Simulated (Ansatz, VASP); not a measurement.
# TaTiN in VASP and in Ansatz

```
Ti Ta N
1.0
     3.58458    0.00000    0.00000
     0.00000    3.58458    0.00000
     0.00000    0.00000    6.16959
Ti Ta N
2 2 2
Direct
  0.50000 0.00000 0.37456
  0.00000 0.50000 0.62544
  0.50000 0.50000 0.00000
  0.00000 0.00000 0.00000
  0.00000 0.50000 0.27798
  0.50000 0.00000 0.72202
```

Change from the starting cell: species swapped into the PrTiGe type (P4/nmm, No. 129).

Alike in both runs: functional PBE; k mesh 10 × 10 × 6; occupations gaussian, width 0.1 eV; no spin polarisation.

Ansatz relaxed the structure, and its values are those at the end. VASP's run is a single point on that final structure, the one shown.

|  | VASP | Ansatz |
| --- | --- | --- |
| version | VASP 6.6.1 | Ansatz 0.2.0 |
| potentials or method | VASP PAW PBE potentials, release 64 (Ti_sv, Ta_pv, N), cutoff 520 eV | scalar-relativistic, plane waves, PAW |
| valence electrons in the cell | 56 | 60 |

VASP gave:

```
gap on the k mesh at the Fermi level (eV) : none
pressure (GPa)                            : 0.3
rms of the force components (eV/Å)        : 0.005
```

What did Ansatz give for the same quantities?

gap on the k mesh at the Fermi level (eV): none; pressure (GPa): 0.0; rms of the force components (eV/Å): 0.002.

A gap of «none» marks a metal or a gap that the smearing closes. VASP's potentials hold 56 valence electrons a cell and Ansatz's 60, so a difference there can come from the potentials and not from the codes.

Neither program's run includes spin-orbit coupling.
